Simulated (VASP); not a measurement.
# Sn (P6_3/mmc) in VASP: further runs, part 3 of 3

VASP 6.6.1. Earlier steps stand in the parts before.

## 5. Single point, PBE

This run uses another cell than the first one, of 36.85 Å³/atom, 1.064 times its volume.

File INCAR:

```
SYSTEM = Sn
PREC = Accurate
ENCUT = 520
EDIFF = 1E-6
ISMEAR = -1
SIGMA = 0.02
LREAL = .FALSE.
LASPH = .TRUE.
NELM = 100
ALGO = Normal
ISIF = 2
LWAVE = .FALSE.
LCHARG = .TRUE.
GGA = PE
LELF = .TRUE.
LVHAR = .TRUE.
NBANDS = 36
```

File KPOINTS:

```
regular mesh
0
G
  6 6 4
  0 0 0
```

File POSCAR:

```
Sn
1.0
    4.7090546440      0.0000000000      0.0000000000
   -2.3545273220      4.0781609495      0.0000000000
    0.0000000000      0.0000000000      7.6743328783
Sn
4
Direct
    0.3333333333      0.6666666667     -0.0008172485
    0.6666666667      0.3333333333      0.4991827515
    0.3333333333      0.6666666667      0.3758172485
    0.6666666667      0.3333333333      0.8758172485
```

Potentials or basis: VASP PAW PBE potentials, release 64 (Sn_d).

On the command line:

```
$ cat potpaw_PBE.64/Sn_d/POTCAR > POTCAR
$ mpirun -np 1 vasp_std > vasp.out
```

OUTCAR:

```text
SYSTEM = Sn
   PREC = Accurate
   ENCUT = 520
   EDIFF = 1E-6
   ISMEAR = -1
   LREAL = .FALSE.
   LASPH = .TRUE.
   NELM = 100
   ISIF = 2
   GGA = PE

 ion  position               nearest neighbor table
   1  0.333  0.667  0.999-   4 2.88   4 2.88   4 2.88   3 2.89
   2  0.667  0.333  0.499-   3 2.88   3 2.88   3 2.88   4 2.89
   3  0.333  0.667  0.376-   2 2.88   2 2.88   2 2.88   1 2.89
   4  0.667  0.333  0.876-   1 2.88   1 2.88   1 2.88   2 2.89

  LATTYP: Found a hexagonal cell.
 ALAT       =     4.7090546440
 C/A-ratio  =     1.6296971385

  Lattice vectors:

 A1 = (   4.7090546440,   0.0000000000,   0.0000000000)
 A2 = (  -2.3545273220,   4.0781609495,   0.0000000000)
 A3 = (   0.0000000000,   0.0000000000,   7.6743328783)

Analysis of symmetry for initial positions (statically):
=====================================================================
 Subroutine PRICEL returns:
 Original cell was already a primitive cell.

 Routine SETGRP: Setting up the symmetry group for a
 hexagonal supercell.

 Subroutine GETGRP returns: Found 24 space group operations
 (whereof  6 operations were pure point group operations)
 out of a pool of 24 trial point group operations.
[... 164 lines left out ...]

 E-fermi :   4.7882     XC(G=0):  -8.5392

 val. band max:        4.7660442655   @ k =   0.0000   0.0000   0.2500
 cond. band min:       4.9441483958   @ k =   0.0000   0.0000   0.0000
 fundamental gap:      0.1781041303
 Fermi energy:         4.7881667428

 k-point     1 :       0.0000    0.0000    0.0000
  band No.  band energies     occupation
      1     -16.7100      2.00000
      2     -16.7100      2.00000
      3     -16.6744      2.00000
      4     -16.6666      2.00000
      5     -16.6666      2.00000
      6     -16.6467      2.00000
[... 808 lines left out ...]
     35       9.8255      0.00000
     36       9.8255      0.00000

------------------------ aborting loop because EDIFF is reached ----------------------------------------

  FORCE on cell =-STRESS in cart. coord.  units (eV):
  Direction    XX          YY          ZZ          XY          YZ          ZX
  --------------------------------------------------------------------------------------
  -------------------------------------------------------------------------------------
  Total       -0.0515331     -0.0515331     -0.0528190      0.0000000      0.0000000      0.0000000
  in kB       -0.5602190     -0.5602190     -0.5741985      0.0000000      0.0000000      0.0000000
  external PRESSURE =      -0.5648788 kB  Pullay stress =       0.0000000 kB

 VOLUME and BASIS-vectors are now :
 -----------------------------------------------------------------------------
  energy-cutoff  :      520.00
  volume of cell :      147.38
      direct lattice vectors                 reciprocal lattice vectors
     4.709054644  0.000000000  0.000000000     0.212356848  0.122604283  0.000000000
    -2.354527322  4.078160949  0.000000000     0.000000000  0.245208566  0.000000000
     0.000000000  0.000000000  7.674332878     0.000000000  0.000000000  0.130304486

 POSITION                                       TOTAL-FORCE (eV/Angst)
 -----------------------------------------------------------------------------------
     -0.00000      2.71877      7.66806         0.000000      0.000000     -0.004855
      2.35453      1.35939      3.83089        -0.000000     -0.000000     -0.004855
     -0.00000      2.71877      2.88415         0.000000     -0.000000      0.004855
      2.35453      1.35939      6.72131        -0.000000      0.000000      0.004855
 -----------------------------------------------------------------------------------
    total drift:                               -0.000000      0.000000      0.000000

  FREE ENERGIE OF THE ION-ELECTRON SYSTEM (eV)
  ---------------------------------------------------
  free  energy   TOTEN  =       -15.3009872158 eV

  energy  without entropy=      -15.3003493667  energy(sigma->0) =      -15.30066829
```

OSZICAR:

```text
N       E                     dE             d eps       ncg     rms          rms(c)
DAV:   1     0.557168998259E+03    0.55717E+03   -0.28714E+04  1532   0.222E+03
DAV:   2     0.628810449327E+02   -0.49429E+03   -0.48577E+03  1512   0.568E+02
DAV:   3    -0.117726786432E+02   -0.74654E+02   -0.73829E+02  1724   0.196E+02
DAV:   4    -0.152871312280E+02   -0.35145E+01   -0.35031E+01  1712   0.478E+01
DAV:   5    -0.153911738481E+02   -0.10404E+00   -0.10401E+00  1956   0.832E+00    0.406E+00
DAV:   6    -0.153280061594E+02    0.63168E-01   -0.63787E-02  2012   0.226E+00    0.242E+00
DAV:   7    -0.152962749092E+02    0.31731E-01   -0.90261E-02  1632   0.261E+00    0.233E-01
DAV:   8    -0.153004534403E+02   -0.41785E-02   -0.16277E-02  1664   0.131E+00    0.751E-02
DAV:   9    -0.153006313391E+02   -0.17790E-03   -0.90390E-04  1916   0.300E-01    0.402E-02
DAV:  10    -0.153009717412E+02   -0.34040E-03   -0.66882E-04  1744   0.135E-01    0.140E-02
DAV:  11    -0.153009799249E+02   -0.81837E-05   -0.15932E-05  1744   0.288E-02    0.642E-03
DAV:  12    -0.153009872318E+02   -0.73069E-05   -0.16424E-05  1616   0.302E-02    0.321E-03
DAV:  13    -0.153009872158E+02    0.15937E-07   -0.62895E-07  1168   0.974E-03
   1 F= -.15300987E+02 E0= -.15300668E+02  d E =-.637849E-03
```

stdout:

```text
POSCAR found type information on POSCAR Sn
 POSCAR found :  1 types and       4 ions
 scaLAPACK will be used
 LDA part: xc-table for (Slater+PW92), standard interpolation
 POSCAR, INCAR and KPOINTS ok, starting setup
 FFT: planning ... GRIDC
 FFT: planning ... GRID_SOFT
 FFT: planning ... GRID
 WAVECAR not read
 entering main loop
```

It took 72 s on 1 thread of Intel Xeon Platinum 8488C (Sapphire Rapids), shared host; peak memory 0.29 GiB.

Results:

- Free energy: -15.3010 eV
- Pressure: -0.1 GPa
- Largest force: 0.005 eV/Å
- Band gap on the k mesh: zero (band 28 reaches 4.94 eV, above the bottom of band 29 at 4.77 eV)

Forces in eV/Å, atoms in the order of the input:
```
Sn   0.000  0.000 -0.005
Sn   0.000  0.000 -0.005
Sn   0.000  0.000  0.005
Sn   0.000  0.000  0.005
```

Caveat: spin-orbit coupling is left out, which moves the levels of the heavy elements.

## 6. Summary

```csv
cell,gap on the mesh (eV),pressure (GPa),largest force (eV/Å)
"a = 4.613, b = 4.613, c = 7.518 Å, angles 90.0, 90.0, 120.0°, 4 atoms",none,2.5,0.01
"a = 4.635, b = 4.635, c = 7.614 Å, angles 90.0, 90.0, 120.0°, 4 atoms",none,1.5,0.05
"a = 4.661, b = 4.661, c = 7.597 Å, angles 90.0, 90.0, 120.0°, 4 atoms",none,1.1,-
"a = 4.709, b = 4.709, c = 7.674 Å, angles 90.0, 90.0, 120.0°, 4 atoms",none,-0.1,-
```

Alike in all rows: task single point; level PBE; potentials or basis VASP PAW PBE potentials, release 64 (Sn_d); no spin polarisation; k mesh 6 × 6 × 4; cutoff (eV) 520; smearing fermi-dirac 0.02 eV.

Caveats: spin-orbit coupling is left out, which moves the levels of the heavy elements.

Total energies depend on the potentials used, so only differences within one code and one set of settings carry meaning.
